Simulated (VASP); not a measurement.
# Sn32C32F (a cell with a defect) in VASP: relaxation of the atoms with PBEsol

Aim: the relaxation of the atoms of Sn32C32F (a cell with a defect) with PBEsol.

All numbers are computed with VASP 6.6.1; they aren't measurements. Logs are shortened: lines on timing, memory, paths and dates and some standing lists are left out, and cuts for length are marked.

**1. The cell of the first run**

The cell holds a defect, 65 atoms: a = 10.068 Å, b = 10.068 Å, c = 10.068 Å, α = 90.00°, β = 90.00°, γ = 90.00°.

**2. Relaxation of the atoms, PBEsol**

File INCAR:

```
PREC = Accurate ; ENCUT = 520
EDIFF = 1E-7 ; ISMEAR = -1
SIGMA = 0.05 ; LREAL = Auto
LASPH = T ; NELM = 120
ALGO = Normal ; ISIF = 2
LWAVE = F ; LCHARG = F
GGA = PS ; IBRION = 2
NSW = 100 ; EDIFFG = -0.03
NELECT = 584.0 ; ISYM = -1
GGA_COMPAT = F ; NELMIN = 4
KPAR = 1
```

File KPOINTS:

```
explicit points
1
Reciprocal
  0.25000000   0.25000000   0.25000000 1
```

File POSCAR:

```
Sn32C32F
1.0
   10.0679620000      0.0000000000      0.0000000000
    0.0000000000     10.0679620000      0.0000000000
    0.0000000000      0.0000000000     10.0679620000
Sn C F
32 32 1
Direct
    0.9989330000      0.9998020000      0.0011340000
    0.9986870000      0.0014220000      0.4974870000
    0.9972810000      0.5015880000      0.0005490000
    0.0008020000      0.5053350000      0.4977890000
    0.5022370000      0.0062810000      0.9991310000
    0.5009150000      0.0016180000      0.5004870000
    0.4971250000      0.5008060000      0.9988320000
    0.4998970000      0.5016740000      0.4978030000
    0.2468310000      0.2510210000      0.9996320000
    0.2501740000      0.2510560000      0.5005630000
    0.2469950000      0.7517990000      0.0031010000
    0.2534470000      0.7509260000      0.4963510000
    0.7500900000      0.2534480000      0.9974980000
    0.7512550000      0.2510770000      0.4993880000
    0.7450890000      0.7470950000      0.9996140000
    0.7518960000      0.7486000000      0.4992730000
    0.2473220000      0.9988100000      0.2505480000
    0.2507280000      0.9963950000      0.7501320000
    0.2492200000      0.4982810000      0.2486680000
    0.2488810000      0.4983760000      0.7522500000
    0.7512300000      0.0011520000      0.2500250000
    0.7501080000      0.9995100000      0.7511380000
    0.7482350000      0.5008290000      0.2512720000
    0.7493060000      0.5002110000      0.7504030000
    0.0005340000      0.2520290000      0.2522600000
    0.9977550000      0.2475250000      0.7505630000
    0.0023460000      0.7505640000      0.2533190000
    0.0016700000      0.7497760000      0.7494540000
    0.5005780000      0.2479440000      0.2496990000
    0.4967560000      0.2489760000      0.7465430000
    0.4998530000      0.7518490000      0.2524510000
    0.4986170000      0.7527240000      0.7525980000
    0.1265480000      0.1260650000      0.1265900000
    0.1258020000      0.1255760000      0.6237570000
    0.1283150000      0.6246240000      0.1231060000
    0.1227960000      0.6243140000      0.6223040000
    0.6241270000      0.1255160000      0.1237590000
    0.6221740000      0.1253560000      0.6238090000
    0.6209050000      0.6250150000      0.1245460000
    0.6233150000      0.6236290000      0.6221720000
    0.3751930000      0.3752440000      0.1255400000
    0.3754070000      0.3756350000      0.6266700000
    0.3742040000      0.8737900000      0.1259180000
    0.3774600000      0.8748230000      0.6242000000
    0.8748320000      0.3753260000      0.1263740000
    0.8739870000      0.3766110000      0.6253430000
    0.8743250000      0.8765990000      0.1253080000
    0.8753160000      0.8757200000      0.6253660000
    0.3780030000      0.1278900000      0.3787180000
    0.3771260000      0.1274700000      0.8742160000
    0.3756890000      0.6274610000      0.3729020000
    0.3733000000      0.6257270000      0.8731550000
    0.8751750000      0.1212940000      0.3806540000
    0.8777420000      0.1236320000      0.8748250000
    0.8755400000      0.6245920000      0.3728160000
    0.8739360000      0.6262140000      0.8740640000
    0.1254130000      0.3763090000      0.3739520000
    0.1227480000      0.3719730000      0.8759040000
    0.1270240000      0.8762860000      0.3730940000
    0.1227340000      0.8758490000      0.8740040000
    0.6248560000      0.3788950000      0.3772160000
    0.6260930000      0.3721860000      0.8749570000
    0.6243980000      0.8795020000      0.3814990000
    0.6252540000      0.8764710000      0.8751720000
    0.5016220000      0.4948580000      0.7497180000
```

Potentials or basis: VASP PAW PBE potentials, release 64 (Sn_d, C, F).

Command:

```bash
$ cat potpaw_PBE.64/Sn_d/POTCAR potpaw_PBE.64/C/POTCAR potpaw_PBE.64/F/POTCAR > POTCAR
$ mpirun -np 8 vasp_std > vasp.out
```

OUTCAR:

```text
PREC = Accurate
   ENCUT = 520
   EDIFF = 1E-7
   ISMEAR = -1
   LREAL = Auto
   LASPH = T
   NELM = 120
   ISIF = 2
   GGA = PS
   IBRION = 2
   NSW = 100
   EDIFFG = -0.03
   NELECT = 584.0
   ISYM = -1
   NELMIN = 4

 ion  position               nearest neighbor table
   1  0.999  1.000  0.001-  54 2.16  47 2.16  60 2.18  33 2.21  11 3.53  21 3.54  17 3.54  26 3.55
                            22 3.55   9 3.55  27 3.57  28 3.57  13 3.58  18 3.58  25 3.58  15 3.61
   2  0.999  0.001  0.497-  53 2.09  48 2.19  34 2.19  59 2.20  21 3.52  27 3.52  17 3.53  25 3.53
                            14 3.54  26 3.55  16 3.56  10 3.57  22 3.58  28 3.59  18 3.59  12 3.60
   3  0.997  0.502  0.001-  56 2.18  45 2.18  35 2.19  58 2.21  13 3.53  15 3.54  24 3.55  28 3.55
                            23 3.56  20 3.56  11 3.56  19 3.56   9 3.56  25 3.57  27 3.57  26 3.59
   4  0.001  0.505  0.498-  36 2.12  55 2.15  57 2.19  46 2.23  27 3.49  16 3.50  28 3.53  19 3.54
                            12 3.55  25 3.55  23 3.55  20 3.58  10 3.59  14 3.59  24 3.59  26 3.64
   5  0.502  0.006  0.999-  37 2.13  50 2.16  64 2.19  43 2.25  29 3.50  13 3.52  30 3.53  22 3.53
                            21 3.56  32 3.56   9 3.56  18 3.56  15 3.58  17 3.61  31 3.61  11 3.63
   6  0.501  0.002  0.500-  63 2.12  38 2.14  49 2.16  44 2.17  30 3.51  29 3.54  31 3.54  12 3.55
                            14 3.56  22 3.56  18 3.56  10 3.56  21 3.57  32 3.57  17 3.58  16 3.59
   7  0.497  0.501  0.999-  39 2.17  41 2.18  52 2.18  62 2.22  65 2.51  15 3.52  20 3.52  19 3.54
                            32 3.55   9 3.56  13 3.56  24 3.56  11 3.57  23 3.58  29 3.59  30 3.59
   8  0.500  0.502  0.498-  61 2.14  40 2.15  51 2.18  42 2.21  65 2.54  23 3.52  31 3.53  12 3.53
                            16 3.55  19 3.56  10 3.56  30 3.57  29 3.57  14 3.57  24 3.57  20 3.60
   9  0.247  0.251  1.000-  58 2.14  33 2.16  41 2.20  50 2.21  20 3.52  19 3.53  26 3.55  25 3.55
[... 77 lines left out ...]
  63  0.624  0.880  0.381-   6 2.12  16 2.19  21 2.21  31 2.22
  64  0.625  0.876  0.875-  22 2.16  32 2.17  15 2.17   5 2.19
  65  0.502  0.495  0.750-  30 2.48  24 2.49   7 2.51   8 2.54  20 2.54  32 2.60

IMPORTANT INFORMATION: All symmetrisations will be switched off!
NOSYMM: (Re-)initialisation of all symmetry stuff for point group C_1.

----------------------------------------------------------------------------------------

                                     Primitive cell

  volume of cell :    1020.5275

  direct lattice vectors                    reciprocal lattice vectors
    10.067962000  0.000000000  0.000000000     0.099324968  0.000000000  0.000000000
     0.000000000 10.067962000  0.000000000     0.000000000  0.099324968  0.000000000
     0.000000000  0.000000000 10.067962000     0.000000000  0.000000000  0.099324968

  length of vectors
    10.067962000 10.067962000 10.067962000     0.099324968  0.099324968  0.099324968

  position of ions in fractional coordinates (direct lattice)
     0.998933000  0.999802000  0.001134000
     0.998687000  0.001422000  0.497487000
     0.997281000  0.501588000  0.000549000
     0.000802000  0.505335000  0.497789000
     0.502237000  0.006281000  0.999131000
     0.500915000  0.001618000  0.500487000
[... 57 lines left out ...]
     0.625254000  0.876471000  0.875172000
     0.501622000  0.494858000  0.749718000

  ion indices of the primitive-cell ions
   primitive index   ion index
                 1           1
                 2           2
                 3           3
                 4           4
                 5           5
                 6           6
[... 57 lines left out ...]
                64          64
                65          65

----------------------------------------------------------------------------------------

 KPOINTS: explicit points

Read explicit list of k-points.

 Found      1 k-points:

 Following reciprocal coordinates:
            Coordinates               Weight
  0.250000  0.250000  0.250000      1.000000
   k-points           NKPTS =      1   k-points in BZ     NKDIM =      1   number of bands    NBANDS=    352
   number of dos      NEDOS =    301   number of ions     NIONS =     65
   total plane-waves  NPLWV = 512000
   dimension x,y,z NGX =    80 NGY =   80 NGZ =   80
   dimension x,y,z NGXF=   160 NGYF=  160 NGZF=  160
   ions per type =              32  32   1
   NGX,Y,Z   is equivalent  to a cutoff of  13.21, 13.21, 13.21 a.u.
   NGXF,Y,Z  is equivalent  to a cutoff of  26.42, 26.42, 26.42 a.u.
 SYSTEM =  unknown system
   PREC   = accura    normal or accurate (medium, high low for compatibility)
   ISTART =      0    job   : 0-new  1-cont  2-samecut
   ICHARG =      2    charge: 1-file 2-atom 10-const
   ISPIN  =      1    spin polarized calculation?
   LNONCOLLINEAR =      F non collinear calculations
   LSORBIT =      F    spin-orbit coupling
   LASPH  =      T    aspherical Exc in radial PAW
   ENCUT  =  520.0 eV  38.22 Ry    6.18 a.u.  18.72 18.72 18.72*2*pi/ulx,y,z
   NELM   =    120;   NELMIN=  4; NELMDL= -5     # of ELM steps
   EDIFF  = 0.1E-06   stopping-criterion for ELM
   LREAL  =      T    real-space projection
   EDIFFG = -.3E-01   stopping-criterion for IOM
   NSW    =    100    number of steps for IOM
   IBRION =      2    ionic relax: 0-MD 1-quasi-New 2-CG
   NFREE  =      1    steps in history (QN), initial steepest desc. (CG)
   ISIF   =      2    stress and relaxation
   ISYM   =     -1    0-nonsym 1-usesym 2-fastsym
   POTIM  = 0.5000    time-step for ionic-motion
   TEBEG  =    0.0;   TEEND  =   0.0 temperature during run
   PSTRESS=    0.0 pullay stress
   NELECT =     584.0000    total number of electrons
   NUPDOWN=      -1.0000    fix difference up-down
   EMIN   =  10.00;   EMAX   =-10.00  energy-range for DOS
   EFERMI =   0.00;   METHOD = LEGACY
   ISMEAR =    -1;   SIGMA  =   0.05  broadening in eV -4-tet -1-fermi 0-gaus
   EFERMI_NEDOS =   21; number of points for ismear=-14 and -15
   IALGO  =     38    algorithm
   IMIX   =      4    mixing-type and parameters
     AMIX     =   0.40;   BMIX     =  1.00
     AMIX_MAG =   1.60;   BMIX_MAG =  1.00
  volume/ion in A,a.u.               =      15.70       105.95
  Fermi-wavevector in a.u.,A,eV,Ry     =   1.359161  2.568442 25.134293  1.847318
  Thomas-Fermi vector in A             =   2.485933
   LORBIT       =      0    0 simple, 1 ext, 2 COOP (PROOUT), +10 PAW based schemes
   GGA     = PS    functional components
   LHFCALC =     F    Hartree Fock is set to
   AEXX    =    0.0000 exact exchange contribution
   IVDW    =     0    specifies the selected vdW correction
   LEPSILON=     F    determine dielectric tensor
   LRPA    =     F    only Hartree local field effects (RPA)
 conjugate gradient relaxation of ions
 non-spin polarized calculation
  energy-cutoff  :      520.00
  volume of cell :     1020.53
 maximum number of plane-waves:     27460
 NGX is ok and might be reduce to    80
   NGX = 37   NGY = 37   NGZ = 37

--------------------------------------- Ionic step        1  -------------------------------------------

 number of electron     584.0000069 magnetization

 Free energy of the ion-electron system (eV)
  ---------------------------------------------------
  ext. energy  EPLUGINS =         0.00000000
  ---------------------------------------------------
  free energy    TOTEN  =      -387.46351740 eV

  energy without entropy =     -387.46351736  energy(sigma->0) =     -387.46351738

------------------------ aborting loop because EDIFF is reached ----------------------------------------

  FORCE on cell =-STRESS in cart. coord.  units (eV):
  Direction    XX          YY          ZZ          XY          YZ          ZX
  --------------------------------------------------------------------------------------
  -------------------------------------------------------------------------------------
  Total       23.1506099     22.9850969     23.0896056     -3.6238051     -5.3474290     -2.2080285
  in kB       36.3453049     36.0854577     36.2495311     -5.6891936     -8.3951973     -3.4664949
  external PRESSURE =      36.2267646 kB  Pullay stress =       0.0000000 kB
[... 278 lines left out ...]
  FREE ENERGIE OF THE ION-ELECTRON SYSTEM (eV)
  ---------------------------------------------------
  free  energy   TOTEN  =      -388.5176724936 eV

  energy  without entropy=     -388.5176724742  energy(sigma->0) =     -388.51767248

[... ionic steps 4 to 11 ...]

--------------------------------------- Ionic step       12  -------------------------------------------

 number of electron     584.0000246 magnetization

------------------------ aborting loop because EDIFF is reached ----------------------------------------
[... 193 lines left out ...]
--------------------------------------- Ionic step       14  -------------------------------------------

 number of electron     584.0000243 magnetization

 Free energy of the ion-electron system (eV)
  ---------------------------------------------------
  ext. energy  EPLUGINS =         0.00000000
  ---------------------------------------------------
  free energy    TOTEN  =      -388.80291181 eV

  energy without entropy =     -388.80291179  energy(sigma->0) =     -388.80291180

 E-fermi :   8.8314     XC(G=0): -11.1048

 val. band max:        7.8378403914   @ k =   0.2500   0.2500   0.2500
 cond. band min:       9.8119956492   @ k =   0.2500   0.2500   0.2500
 fundamental gap:      1.9741552579
 Fermi energy:         8.8313632689

 k-point     1 :       0.2500    0.2500    0.2500
  band No.  band energies     occupation
      1     -15.2133      2.00000
      2     -13.1204      2.00000
      3     -13.1199      2.00000
      4     -13.1198      2.00000
      5     -13.0989      2.00000
      6     -13.0933      2.00000
[... 296 lines left out ...]
    303      10.9310      0.00000
    304      11.0423      0.00000
 [bands above 304 left out]

------------------------ aborting loop because EDIFF is reached ----------------------------------------

  FORCE on cell =-STRESS in cart. coord.  units (eV):
  Direction    XX          YY          ZZ          XY          YZ          ZX
  --------------------------------------------------------------------------------------
  -------------------------------------------------------------------------------------
  Total       20.2517075     20.2557036     20.2247849     -3.6863428     -3.6277717     -3.6299421
  in kB       31.7941725     31.8004462     31.7519053     -5.7873747     -5.6954210     -5.6988283
  external PRESSURE =      31.7821747 kB  Pullay stress =       0.0000000 kB
[... 80 lines left out ...]
  FREE ENERGIE OF THE ION-ELECTRON SYSTEM (eV)
  ---------------------------------------------------
  free  energy   TOTEN  =      -388.8029118109 eV

  energy  without entropy=     -388.8029117914  energy(sigma->0) =     -388.80291180

 reached required accuracy - stopping structural energy minimisation
```

Wall time 26 min (8 MPI ranks of Intel Xeon Platinum 8259CL at 2.50GHz (Skylake/Cascade Lake), shared host); peak memory 0.37 GiB.

Results:

```yaml
Free_energy: -388.8029 eV
Energy_gained_by_relaxing: 20.6 meV/atom
Ionic_steps: 14
Largest_force_after_relaxing: 0.020 eV/Å
```

Forces in eV/Å, atoms in the order of the input:
```
Sn   0.000  0.002  0.002
Sn   0.000  0.001 -0.007
Sn  -0.004 -0.005  0.003
Sn  -0.003 -0.002 -0.003
Sn  -0.002 -0.007  0.009
Sn  -0.005  0.001  0.002
Sn  -0.001  0.004  0.000
Sn   0.001  0.001  0.002
Sn   0.006 -0.005 -0.002
Sn   0.003  0.015  0.012
Sn  -0.009 -0.001 -0.010
Sn   0.001 -0.005 -0.003
Sn   0.008 -0.010  0.011
Sn   0.000  0.003 -0.003
Sn   0.003 -0.003  0.000
Sn   0.005  0.003 -0.005
Sn   0.004 -0.001 -0.001
Sn  -0.003  0.001  0.009
Sn  -0.002  0.003  0.002
Sn   0.001 -0.003 -0.001
Sn  -0.001  0.003  0.000
Sn   0.001 -0.005  0.000
Sn   0.006 -0.004 -0.001
Sn  -0.002  0.003  0.000
Sn  -0.002 -0.009  0.005
Sn   0.001 -0.002  0.000
Sn  -0.003  0.004 -0.005
Sn   0.000  0.003  0.002
Sn   0.010 -0.001 -0.001
Sn   0.005 -0.003 -0.002
Sn   0.007 -0.001  0.006
Sn   0.005  0.002  0.001
C    0.000  0.002  0.000
C    0.001 -0.006  0.008
C   -0.001 -0.006  0.004
C    0.001  0.002 -0.004
C   -0.010 -0.001 -0.002
C    0.001 -0.009 -0.007
C   -0.003  0.001  0.006
C   -0.001  0.002  0.001
C    0.003 -0.004  0.005
C    0.001  0.007 -0.002
C    0.002  0.001 -0.001
C   -0.003 -0.001 -0.004
C    0.002  0.000  0.009
C    0.005  0.002 -0.004
C   -0.004 -0.002 -0.006
C    0.009  0.002 -0.001
C    0.001 -0.002 -0.003
C   -0.003 -0.009  0.000
C    0.005 -0.003 -0.001
C   -0.005  0.002 -0.006
C   -0.006  0.003 -0.010
C    0.000  0.002 -0.014
C    0.001 -0.016  0.004
C    0.002  0.006 -0.006
C   -0.007  0.002  0.004
C   -0.002 -0.001  0.004
C    0.004  0.006  0.010
C   -0.005  0.007  0.002
C   -0.005 -0.005 -0.006
C   -0.010  0.012 -0.006
C   -0.004  0.006 -0.004
C   -0.001  0.001  0.004
F   -0.003  0.011  0.003
```

The path:
| step | energy change (eV) | largest force (eV/Å) | pressure (GPa) |
| --- | --- | --- | --- |
| 1 | 0.0000 | 2.5782 | 3.62 |
| 2 | -1.0364 | 1.5370 | 3.35 |
| 3 | -1.0542 | 1.2763 | 3.33 |
| 4 | -1.2542 | 0.3422 | 3.25 |
| 5 | -1.2714 | 0.3375 | 3.23 |
| 6 | -1.3273 | 0.1452 | 3.19 |
| 7 | -1.3277 | 0.1819 | 3.19 |
| 8 | -1.3343 | 0.0930 | 3.18 |
| 9 | -1.3343 | 0.0949 | 3.18 |
| 10 | -1.3364 | 0.0379 | 3.18 |
| 11 | -1.3367 | 0.0610 | 3.18 |
| 12 | -1.3384 | 0.0306 | 3.18 |
| 13 | -1.3388 | 0.0397 | 3.18 |
| 14 | -1.3394 | 0.0195 | 3.18 |

Final structure:
```cif
data_structure
_symmetry_space_group_name_H-M 'P 1'
_symmetry_Int_Tables_number 1
_cell_length_a 10.0680
_cell_length_b 10.0680
_cell_length_c 10.0680
_cell_angle_alpha 90.000
_cell_angle_beta 90.000
_cell_angle_gamma 90.000
_cell_volume 1020.53
loop_
_atom_site_label
_atom_site_type_symbol
_atom_site_fract_x
_atom_site_fract_y
_atom_site_fract_z
_atom_site_occupancy
Sn1 Sn 0.99986 0.00027 0.99987 1
Sn2 Sn 0.99993 0.00048 0.50024 1
Sn3 Sn 0.99964 0.50044 0.99993 1
Sn4 Sn 0.99978 0.50047 0.50009 1
Sn5 Sn 0.49977 0.00043 0.99991 1
Sn6 Sn 0.49994 0.00042 0.50009 1
Sn7 Sn 0.49977 0.50025 0.99673 1
Sn8 Sn 0.49997 0.50069 0.50272 1
Sn9 Sn 0.24962 0.25046 0.00000 1
Sn10 Sn 0.24583 0.24646 0.49596 1
Sn11 Sn 0.24521 0.75501 0.00448 1
Sn12 Sn 0.24972 0.75047 0.50002 1
Sn13 Sn 0.75439 0.24568 0.00452 1
Sn14 Sn 0.74976 0.25040 0.50003 1
Sn15 Sn 0.74966 0.75048 0.99996 1
Sn16 Sn 0.75410 0.75492 0.49543 1
Sn17 Sn 0.24990 0.00057 0.25018 1
Sn18 Sn 0.24992 0.00046 0.75000 1
Sn19 Sn 0.24990 0.50051 0.24992 1
Sn20 Sn 0.25255 0.50076 0.75026 1
Sn21 Sn 0.74972 0.00034 0.25010 1
Sn22 Sn 0.74973 0.00037 0.75000 1
Sn23 Sn 0.74967 0.50046 0.24984 1
Sn24 Sn 0.74653 0.50026 0.74997 1
Sn25 Sn 0.99993 0.25069 0.25017 1
Sn26 Sn 0.99978 0.25044 0.75007 1
Sn27 Sn 0.99976 0.75016 0.25001 1
Sn28 Sn 0.99954 0.75032 0.75000 1
Sn29 Sn 0.49983 0.25048 0.24997 1
Sn30 Sn 0.50000 0.25336 0.75036 1
Sn31 Sn 0.49961 0.75043 0.24975 1
Sn32 Sn 0.49964 0.74723 0.74994 1
C1 C 0.12452 0.12523 0.12520 1
C2 C 0.12356 0.12420 0.62475 1
C3 C 0.12320 0.62543 0.12636 1
C4 C 0.12460 0.62554 0.62501 1
C5 C 0.62487 0.12372 0.12653 1
C6 C 0.62479 0.12546 0.62509 1
C7 C 0.62452 0.62530 0.12469 1
C8 C 0.63357 0.63424 0.61634 1
C9 C 0.37469 0.37541 0.12474 1
C10 C 0.36658 0.36730 0.61684 1
C11 C 0.37458 0.87708 0.12649 1
C12 C 0.37475 0.87533 0.62496 1
C13 C 0.87631 0.37528 0.12649 1
C14 C 0.87458 0.37536 0.62500 1
C15 C 0.87492 0.87549 0.12517 1
C16 C 0.87617 0.87693 0.62486 1
C17 C 0.37463 0.12414 0.37377 1
C18 C 0.37469 0.12547 0.87510 1
C19 C 0.37465 0.62560 0.37485 1
C20 C 0.36614 0.63429 0.88394 1
C21 C 0.87501 0.12526 0.37493 1
C22 C 0.87636 0.12366 0.87507 1
C23 C 0.87616 0.62547 0.37342 1
C24 C 0.87441 0.62522 0.87489 1
C25 C 0.12362 0.37532 0.37370 1
C26 C 0.12461 0.37547 0.87499 1
C27 C 0.12449 0.87553 0.37471 1
C28 C 0.12321 0.87679 0.87486 1
C29 C 0.62485 0.37547 0.37490 1
C30 C 0.63387 0.36649 0.88403 1
C31 C 0.62470 0.87679 0.37335 1
C32 C 0.62453 0.87528 0.87474 1
F1 F 0.50106 0.50120 0.75130 1
```

Levels at points of the mesh, in eV from the Fermi level:
```
           k point  band 288  band 289  band 290  band 291  band 292  band 293  band 294  band 295  band 296  band 297
(0.25, 0.25, 0.25)     -1.53     -1.44     -1.44     -0.99     -0.99      0.98      1.07      1.07      1.07      1.41
```

Caveat: the cell carries a net charge on a neutralising background, which shifts energy and pressure; the cell is charged against a uniform background, so pressure and absolute levels hang on convention; the PAW data sets were made with another functional, which shifts forces and pressure a little; spin-orbit coupling is left out, which moves the levels of the heavy elements.
